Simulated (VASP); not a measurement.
RbBr (rocksalt type):

```
CELL_PARAMETERS angstrom
0.00000 3.08711 3.08711
3.08711 0.00000 3.08711
3.08711 3.08711 0.00000
ATOMIC_POSITIONS crystal
Rb 0.00000 0.00000 0.00000
Br 0.50000 0.50000 0.50000
```

* Program: VASP 6.6.1
* Task: relaxation of cell and atoms
* Functional: PBE
* Potentials or basis: VASP PAW PBE potentials, release 64 (Rb_sv, Br)
* Cutoff: 600 eV
* k mesh: 9 × 9 × 9
* Occupations: fermi-dirac, width 0.05 eV
* Spin: no spin polarisation

At the start: pressure 12.0 GPa; volume 29.42 Å³/atom.

Q: Where does the relaxation end?

A: Over 23 steps the energy falls by 353.4 meV/atom and the volume is 43.21 Å³/atom (+46.9 %); space group Fm-3m (No. 225, to 0.05 Å).

Step by step:
```csv
step,energy change (eV),largest force (eV/Å),pressure (GPa),volume (Å³)
1,0.0000,0.0000,12.01,58.84
2,-0.6836,0.0000,1.20,79.69
3,-0.7023,0.0000,0.50,83.33
4,-0.6991,0.0000,-0.54,90.93
5,-0.7069,0.0000,-0.05,86.78
6,-0.7069,0.0000,0.04,86.15
7,-0.7069,0.0000,0.04,86.15
8,-0.7069,0.0000,0.05,86.15
9,-0.7069,0.0000,0.04,86.15
10,-0.7069,0.0000,0.04,86.15
11,-0.7069,0.0000,0.04,86.15
12,-0.7069,0.0000,0.04,86.15
13,-0.7069,0.0000,0.04,86.16
14,-0.7069,0.0000,0.04,86.16
15,-0.7069,0.0000,0.04,86.16
16,-0.7069,0.0000,0.05,86.16
17,-0.7069,0.0000,0.05,86.16
18,-0.7069,0.0000,0.05,86.16
19,-0.7069,0.0000,0.06,86.17
20,-0.7069,0.0000,0.04,86.19
21,-0.7069,0.0000,0.04,86.22
22,-0.7069,0.0000,0.03,86.29
23,-0.7069,0.0000,0.01,86.42
```

Final structure:
```
Rb Br
1.0
     0.00000    3.50903    3.50903
     3.50903    0.00000    3.50903
     3.50903    3.50903    0.00000
Rb Br
1 1
Direct
  0.00000 0.00000 0.00000
  0.50000 0.50000 0.50000
```

Caveat: the volume moved by over 15 % at a fixed basis, so the end points are rough.
